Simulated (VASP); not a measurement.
A run of VASP 6.6.1 is set up as follows.

The input POSCAR:

```
TePb
1.0
    0.0000000000      3.1873324849      3.1873324849
    3.1873324849      0.0000000000      3.1873324849
    3.1873324849      3.1873324849      0.0000000000
Pb Te
1 1
Direct
    0.0000000000      0.0000000000      0.0000000000
    0.5000000000      0.5000000000      0.5000000000
```

Contents of INCAR.step1:

```
SYSTEM = TePb
PREC = Accurate
ENCUT = 520
EDIFF = 1E-5
ISMEAR = -1
SIGMA = 0.05
LREAL = .FALSE.
LASPH = .TRUE.
NELM = 100
ALGO = Normal
ISIF = 2
LWAVE = .TRUE.
NBANDS = 17
GGA = PE
```

INCAR.step2

```
SYSTEM = TePb
PREC = Accurate
ENCUT = 520
EDIFF = 1E-7
ISMEAR = -1
SIGMA = 0.05
LREAL = .FALSE.
LASPH = .TRUE.
NELM = 100
ALGO = Normal
ISIF = 2
LWAVE = .FALSE.
LCHARG = .TRUE.
GGA = B5
LHFCALC = .TRUE.
AEXX = 0.5
ALDAX = 0.5
AGGAX = 0.5
AGGAC = 1.0
ALDAC = 0.0
PRECFOCK = Normal
LELF = .TRUE.
LVHAR = .TRUE.
NBANDS = 17
ISTART = 1
```

The input KPOINTS:

```
Automatic mesh
0
G
  4 4 4
  0 0 0
```

Potentials or basis: VASP PAW PBE potentials, release 64 (Pb_d, Te).

The run is started by

```console
$ cat potpaw_PBE.64/Pb_d/POTCAR potpaw_PBE.64/Te/POTCAR > POTCAR
$ cp INCAR.step1 INCAR
$ mpirun -np 1 vasp_std > vasp.out
$ cp INCAR.step2 INCAR
$ mpirun -np 1 vasp_std > vasp.out
```

Q: What does it give for the pressure?

A: 5.4 GPa.

Q: Predict the band gap on the k mesh.

A: 2.79 eV.

Caveat: the k points lie up to 0.43 Å⁻¹ apart; the PAW data sets were made with another functional, which shifts forces and pressure a little; spin-orbit coupling is left out, which moves the levels of the heavy elements. A k mesh can miss the band edges.
